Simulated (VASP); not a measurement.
# CdS (gw) (I-4m2) in VASP: single point with PBEsol

Aim: the single point of CdS (gw) with PBEsol.

Everything below comes from runs of VASP 6.6.1. Logs are shortened: lines on timing, memory, paths and dates and some standing lists are left out, and cuts for length are marked.

## (1) The cell of the first run

Symmetry: I-4m2, No. 119, tetragonal system. The conventional cell has a = 4.160 Å, b = 4.160 Å, c = 5.737 Å, α = 90.00°, β = 90.00°, γ = 90.00°. Within 3.3 Å of Cd (site symmetry -4m2) lie 4 S at 2.53 Å. S (site symmetry -4m2) has 4 Cd at 2.53 Å within 3.3 Å.

## (2) Single point, PBEsol

Contents of INCAR:

```
ALGO = Normal ; EDIFF = 1E-6
ENCUT = 500 ; GGA = PS
GGA_COMPAT = F ; ISIF = 2
ISMEAR = 0 ; LASPH = T
LCHARG = F ; LREAL = F
LWAVE = F ; NBANDS = 16
NELM = 120 ; PREC = Accurate
SIGMA = 0.01
```

Contents of KPOINTS:

```
k-points
0
Gamma
  4 4 4
```

Contents of POSCAR:

```
CdS
1.0
    0.0000000000      2.9416250000      2.8686082690
    2.9416250000      0.0000000000      2.8686082690
    2.9416250000      2.9416250000      0.0000000000
Cd S
1 1
Direct
    0.0000000000      0.0000000000      0.0000000000
    0.2500000000      0.2500000000      0.2500000000
```

Potentials or basis: VASP PAW PBE potentials, release 64 (Cd, S).

Launch:

```console
$ cat potpaw_PBE.64/Cd/POTCAR potpaw_PBE.64/S/POTCAR > POTCAR
$ mpirun -np 1 vasp_std > vasp.out
```

OUTCAR:

```text
EDIFF = 1E-6
   ENCUT = 500
   GGA = PS
   ISIF = 2
   ISMEAR = 0
   LASPH = T
   LREAL = F
   NELM = 120
   PREC = Accurate

 ion  position               nearest neighbor table
   1  0.000  0.000  0.000-   2 2.53   2 2.53   2 2.53   2 2.53
   2  0.250  0.250  0.250-   1 2.53   1 2.53   1 2.53   1 2.53

  LATTYP: Found a body centered tetragonal cell.
 ALAT       =     4.1600859704
 C/A-ratio  =     1.3791100902

  Lattice vectors:

 A1 = (   0.0000000000,  -2.9416250000,  -2.8686082690)
 A2 = (   0.0000000000,   2.9416250000,  -2.8686082690)
 A3 = (   2.9416250000,   0.0000000000,   2.8686082690)

Analysis of symmetry for initial positions (statically):
=====================================================================
 Subroutine PRICEL returns:
 Original cell was already a primitive cell.

 Routine SETGRP: Setting up the symmetry group for a
 body centered tetragonal supercell.

 Subroutine GETGRP returns: Found  8 space group operations
 (whereof  8 operations were pure point group operations)
 out of a pool of 16 trial point group operations.

The static configuration has the point symmetry D_2d.

Analysis of symmetry for dynamics (positions and initial velocities):
=====================================================================
 Subroutine PRICEL returns:
 Original cell was already a primitive cell.

 Routine SETGRP: Setting up the symmetry group for a
 body centered tetragonal supercell.

 Subroutine GETGRP returns: Found  8 space group operations
 (whereof  8 operations were pure point group operations)
 out of a pool of 16 trial point group operations.

The dynamic configuration has the point symmetry D_2d.

 Subroutine INISYM returns: Found  8 space group operations
 (whereof  8 operations are pure point group operations),
 and found     1 'primitive' translations

----------------------------------------------------------------------------------------

                                     Primitive cell

  volume of cell :      49.6450

  direct lattice vectors                    reciprocal lattice vectors
     0.000000000  2.941625000  2.868608269    -0.169974079  0.169974079  0.174300550
     2.941625000  0.000000000  2.868608269     0.169974079 -0.169974079  0.174300550
     2.941625000  2.941625000  0.000000000     0.169974079  0.169974079 -0.174300550

  length of vectors
     4.108779751  4.108779751  4.160085970     0.296922645  0.296922645  0.296922645

  position of ions in fractional coordinates (direct lattice)
     0.000000000  0.000000000  0.000000000
     0.250000000  0.250000000  0.250000000

  ion indices of the primitive-cell ions
   primitive index   ion index
                 1           1
                 2           2

----------------------------------------------------------------------------------------

 KPOINTS: k-points

Automatic generation of k-mesh.
 Grid dimensions read from file:
 generate k-points for:    4    4    4

 Generating k-lattice:

  Cartesian coordinates                     Fractional coordinates (reciprocal lattice)
    -0.042493520  0.042493520  0.043575138     0.250000000 -0.000000000  0.000000000
     0.042493520 -0.042493520  0.043575138    -0.000000000  0.250000000  0.000000000
     0.042493520  0.042493520 -0.043575138     0.000000000  0.000000000  0.250000000

  Length of vectors
     0.074230661  0.074230661  0.074230661

  Shift w.r.t. Gamma in fractional coordinates (k-lattice)
     0.000000000  0.000000000  0.000000000

 Subroutine IBZKPT returns following result:
 ===========================================

 Found     13 irreducible k-points:

 Following reciprocal coordinates:
            Coordinates               Weight
  0.000000  0.000000  0.000000      1.000000
  0.250000 -0.000000  0.000000      8.000000
  0.500000 -0.000000  0.000000      4.000000
  0.250000  0.250000  0.000000      2.000000
  0.500000  0.250000  0.000000      8.000000
 -0.250000  0.250000  0.000000      4.000000
  0.500000  0.500000  0.000000      1.000000
  0.250000  0.000000  0.250000      4.000000
  0.500000 -0.000000  0.250000     16.000000
 -0.250000  0.000000  0.250000      8.000000
 -0.250000  0.500000  0.250000      4.000000
  0.500000  0.000000  0.500000      2.000000
 -0.250000  0.250000  0.500000      2.000000
   k-points           NKPTS =     13   k-points in BZ     NKDIM =     13   number of bands    NBANDS=     16
   number of dos      NEDOS =    301   number of ions     NIONS =      2
   total plane-waves  NPLWV =  27000
   dimension x,y,z NGX =    30 NGY =   30 NGZ =   30
   dimension x,y,z NGXF=    60 NGYF=   60 NGZF=   60
   ions per type =               1   1
   NGX,Y,Z   is equivalent  to a cutoff of  12.14, 12.14, 11.99 a.u.
   NGXF,Y,Z  is equivalent  to a cutoff of  24.28, 24.28, 23.98 a.u.
 SYSTEM =  unknown system
   PREC   = accura    normal or accurate (medium, high low for compatibility)
   ISTART =      0    job   : 0-new  1-cont  2-samecut
   ICHARG =      2    charge: 1-file 2-atom 10-const
   ISPIN  =      1    spin polarized calculation?
   LNONCOLLINEAR =      F non collinear calculations
   LSORBIT =      F    spin-orbit coupling
   LASPH  =      T    aspherical Exc in radial PAW
   ENCUT  =  500.0 eV  36.75 Ry    6.06 a.u.   7.49  7.49  7.58*2*pi/ulx,y,z
   NELM   =    120;   NELMIN=  2; NELMDL= -5     # of ELM steps
   EDIFF  = 0.1E-05   stopping-criterion for ELM
   LREAL  =      F    real-space projection
   EDIFFG = 0.1E-04   stopping-criterion for IOM
   NSW    =      0    number of steps for IOM
   IBRION =     -1    ionic relax: 0-MD 1-quasi-New 2-CG
   NFREE  =      0    steps in history (QN), initial steepest desc. (CG)
   ISIF   =      2    stress and relaxation
   ISYM   =      2    0-nonsym 1-usesym 2-fastsym
   POTIM  = 0.5000    time-step for ionic-motion
   TEBEG  =    0.0;   TEEND  =   0.0 temperature during run
   PSTRESS=    0.0 pullay stress
   NELECT =      18.0000    total number of electrons
   NUPDOWN=      -1.0000    fix difference up-down
   EMIN   =  10.00;   EMAX   =-10.00  energy-range for DOS
   EFERMI =   0.00;   METHOD = LEGACY
   ISMEAR =     0;   SIGMA  =   0.01  broadening in eV -4-tet -1-fermi 0-gaus
   EFERMI_NEDOS =   21; number of points for ismear=-14 and -15
   IALGO  =     38    algorithm
   IMIX   =      4    mixing-type and parameters
     AMIX     =   0.40;   BMIX     =  1.00
     AMIX_MAG =   1.60;   BMIX_MAG =  1.00
  volume/ion in A,a.u.               =      24.82       167.51
  Fermi-wavevector in a.u.,A,eV,Ry     =   1.167366  2.206002 18.541250  1.362743
  Thomas-Fermi vector in A             =   2.303867
   LORBIT       =      0    0 simple, 1 ext, 2 COOP (PROOUT), +10 PAW based schemes
   GGA     = PS    functional components
   LHFCALC =     F    Hartree Fock is set to
   AEXX    =    0.0000 exact exchange contribution
   IVDW    =     0    specifies the selected vdW correction
   LEPSILON=     F    determine dielectric tensor
   LRPA    =     F    only Hartree local field effects (RPA)
 non-spin polarized calculation
 Gauss-broadening in eV      SIGMA  =   0.01
  energy-cutoff  :      500.00
  volume of cell :       49.65
 maximum number of plane-waves:      1273
 NGX is ok and might be reduce to    30
   NGX = 15   NGY = 15   NGZ = 15

 number of electron      18.0000001 magnetization

 Free energy of the ion-electron system (eV)
  ---------------------------------------------------
  ext. energy  EPLUGINS =         0.00000000
  ---------------------------------------------------
  free energy    TOTEN  =        -6.77550513 eV

  energy without entropy =       -6.77550513  energy(sigma->0) =       -6.77550513

 E-fermi :   1.3736     XC(G=0):  -9.3667

 val. band max:        1.2795663094   @ k =   0.0000   0.0000   0.0000
 cond. band min:       2.2237457467   @ k =   0.0000   0.0000   0.0000
 fundamental gap:      0.9441794373
 Fermi energy:         1.3736101474

 k-point     1 :       0.0000    0.0000    0.0000
  band No.  band energies     occupation
      1     -11.1455      2.00000
      2      -6.5221      2.00000
      3      -6.5221      2.00000
      4      -6.5075      2.00000
      5      -6.0393      2.00000
      6      -6.0282      2.00000
[... 8 lines left out ...]
     15      12.4906      0.00000
     16      12.8274      0.00000

 k-point     2 :       0.2500   -0.0000    0.0000
  band No.  band energies     occupation
      1     -10.9259      2.00000
      2      -6.4516      2.00000
      3      -6.4398      2.00000
      4      -6.2747      2.00000
      5      -6.0308      2.00000
      6      -6.0279      2.00000
[... 8 lines left out ...]
     15      11.7969      0.00000
     16      12.3741      0.00000

 k-point     3 :       0.5000   -0.0000    0.0000
  band No.  band energies     occupation
      1     -10.7060      2.00000
      2      -6.4050      2.00000
      3      -6.3879      2.00000
      4      -6.0013      2.00000
      5      -5.9905      2.00000
      6      -5.6513      2.00000
[... 8 lines left out ...]
     15      13.6445      0.00000
     16      13.8007      0.00000

 k-point     4 :       0.2500    0.2500    0.0000
  band No.  band energies     occupation
      1     -10.8488      2.00000
      2      -6.3609      2.00000
      3      -6.3609      2.00000
      4      -6.3480      2.00000
      5      -6.0372      2.00000
      6      -5.9911      2.00000
[... 8 lines left out ...]
     15      12.9172      0.00000
     16      15.6184      0.00000

 k-point     5 :       0.5000    0.2500    0.0000
  band No.  band energies     occupation
      1     -10.6354      2.00000
      2      -6.3404      2.00000
      3      -6.2827      2.00000
      4      -6.1365      2.00000
      5      -5.9770      2.00000
      6      -5.6007      2.00000
[... 8 lines left out ...]
     15      13.8540      0.00000
     16      14.8429      0.00000

 k-point     6 :      -0.2500    0.2500    0.0000
  band No.  band energies     occupation
      1     -10.7111      2.00000
      2      -6.3589      2.00000
      3      -6.3551      2.00000
      4      -6.0566      2.00000
      5      -6.0447      2.00000
      6      -5.7990      2.00000
[... 8 lines left out ...]
     15      13.2118      0.00000
     16      14.4821      0.00000

 k-point     7 :       0.5000    0.5000    0.0000
  band No.  band energies     occupation
      1     -10.5629      2.00000
      2      -6.3174      2.00000
      3      -6.1660      2.00000
      4      -6.1660      2.00000
      5      -5.9426      2.00000
      6      -5.5522      2.00000
[... 8 lines left out ...]
     15      13.5116      0.00000
     16      14.6244      0.00000

 k-point     8 :       0.2500    0.0000    0.2500
  band No.  band energies     occupation
      1     -10.8577      2.00000
      2      -6.3646      2.00000
      3      -6.3515      2.00000
      4      -6.3451      2.00000
      5      -6.0597      2.00000
      6      -5.9885      2.00000
[... 8 lines left out ...]
     15      13.0837      0.00000
     16      15.8208      0.00000

 k-point     9 :       0.5000   -0.0000    0.2500
  band No.  band energies     occupation
      1     -10.6421      2.00000
      2      -6.3475      2.00000
      3      -6.2745      2.00000
      4      -6.1228      2.00000
      5      -5.9828      2.00000
      6      -5.6276      2.00000
[... 8 lines left out ...]
     15      13.8241      0.00000
     16      14.7856      0.00000

 k-point    10 :      -0.2500    0.0000    0.2500
  band No.  band energies     occupation
      1     -10.7095      2.00000
      2      -6.3724      2.00000
      3      -6.3446      2.00000
      4      -6.0666      2.00000
      5      -6.0445      2.00000
      6      -5.7757      2.00000
[... 8 lines left out ...]
     15      13.5212      0.00000
     16      14.5562      0.00000

 k-point    11 :      -0.2500    0.5000    0.2500
  band No.  band energies     occupation
      1     -10.5703      2.00000
      2      -6.2817      2.00000
      3      -6.2705      2.00000
      4      -6.0743      2.00000
      5      -6.0282      2.00000
      6      -5.3910      2.00000
[... 8 lines left out ...]
     15      14.3024      0.00000
     16      14.6036      0.00000

 k-point    12 :       0.5000    0.0000    0.5000
  band No.  band energies     occupation
      1     -10.5744      2.00000
      2      -6.3037      2.00000
      3      -6.1805      2.00000
      4      -6.1496      2.00000
      5      -5.9472      2.00000
      6      -5.6051      2.00000
[... 8 lines left out ...]
     15      13.5675      0.00000
     16      14.5600      0.00000

 k-point    13 :      -0.2500    0.2500    0.5000
  band No.  band energies     occupation
      1     -10.5764      2.00000
      2      -6.2954      2.00000
      3      -6.2510      2.00000
      4      -6.0760      2.00000
      5      -6.0235      2.00000
      6      -5.4057      2.00000
[... 8 lines left out ...]
     15      14.3219      0.00000
     16      14.3441      0.00000

------------------------ aborting loop because EDIFF is reached ----------------------------------------

  FORCE on cell =-STRESS in cart. coord.  units (eV):
  Direction    XX          YY          ZZ          XY          YZ          ZX
  --------------------------------------------------------------------------------------
  -------------------------------------------------------------------------------------
  Total        0.0234256      0.0234256      0.1657540      0.0000000      0.0000000      0.0000000
  in kB        0.7560074      0.7560074      5.3493221      0.0000000      0.0000000      0.0000000
  external PRESSURE =       2.2871123 kB  Pullay stress =       0.0000000 kB

 VOLUME and BASIS-vectors are now :
 -----------------------------------------------------------------------------
  energy-cutoff  :      500.00
  volume of cell :       49.65
      direct lattice vectors                 reciprocal lattice vectors
     0.000000000  2.941625000  2.868608269    -0.169974079  0.169974079  0.174300550
     2.941625000  0.000000000  2.868608269     0.169974079 -0.169974079  0.174300550
     2.941625000  2.941625000  0.000000000     0.169974079  0.169974079 -0.174300550

 POSITION                                       TOTAL-FORCE (eV/Angst)
 -----------------------------------------------------------------------------------
      0.00000      0.00000      0.00000        -0.000000     -0.000000     -0.000000
      1.47081      1.47081      1.43430         0.000000      0.000000      0.000000
 -----------------------------------------------------------------------------------
    total drift:                               -0.000000     -0.000000      0.000000

  FREE ENERGIE OF THE ION-ELECTRON SYSTEM (eV)
  ---------------------------------------------------
  free  energy   TOTEN  =        -6.7755051334 eV

  energy  without entropy=       -6.7755051334  energy(sigma->0) =       -6.77550513
```

Run time: 21 s. Hardware: 1 thread of Intel Xeon 8259CL, shared host; peak memory 0.16 GiB.

Results:

```yaml
Free_energy: -6.7755 eV
Pressure: 0.2 GPa
Band_gap_on_the_k_mesh: 0.94 eV, direct
```

Caveat: the k points lie up to 0.47 Å⁻¹ apart; the PAW data sets were made with another functional, which shifts forces and pressure a little. A hybrid or GW would open this gap; PBEsol tends to underestimate it.
